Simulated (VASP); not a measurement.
Crystal: ZnO (CsCl type).

```
Zn O
1.0
     2.71442    0.00000    0.00000
     0.00000    2.71442    0.00000
     0.00000    0.00000    2.71442
Zn O
1 1
Direct
  0.00000 0.00000 0.00000
  0.50000 0.50000 0.50000
```

| Property | Result |
| --- | --- |
| Program | VASP 6.6.1 |
| Task | relaxation of cell and atoms |
| Functional | PBE |
| Potentials or basis | VASP PAW PBE potentials, release 64 (Zn, O) |
| Cutoff | 600 eV |
| k mesh | 15 × 15 × 15 |
| Occupations | fermi-dirac, width 0.1 eV |
| Spin | no spin polarisation |

At the start: pressure -3.9 GPa; volume 10.00 Å³/atom.

Problem. How do energy, volume and symmetry change on relaxing?

Solution. Over 3 steps the energy falls by 3.2 meV/atom and the volume is 9.74 Å³/atom (-2.6 %); space group Pm-3m (No. 221, to 0.1 Å) before and after.

Step by step:
| step | energy change (eV) | largest force (eV/Å) | pressure (GPa) | volume (Å³) |
| --- | --- | --- | --- | --- |
| 1 | 0.0000 | 0.0000 | -3.87 | 20.00 |
| 2 | -0.0056 | 0.0000 | 1.48 | 19.31 |
| 3 | -0.0064 | 0.0000 | 0.02 | 19.49 |

Final structure:
```
Zn O
1.0
     2.69095    0.00000    0.00000
     0.00000    2.69095    0.00000
     0.00000    0.00000    2.69095
Zn O
1 1
Direct
  0.00000 0.00000 0.00000
  0.50000 0.50000 0.50000
```
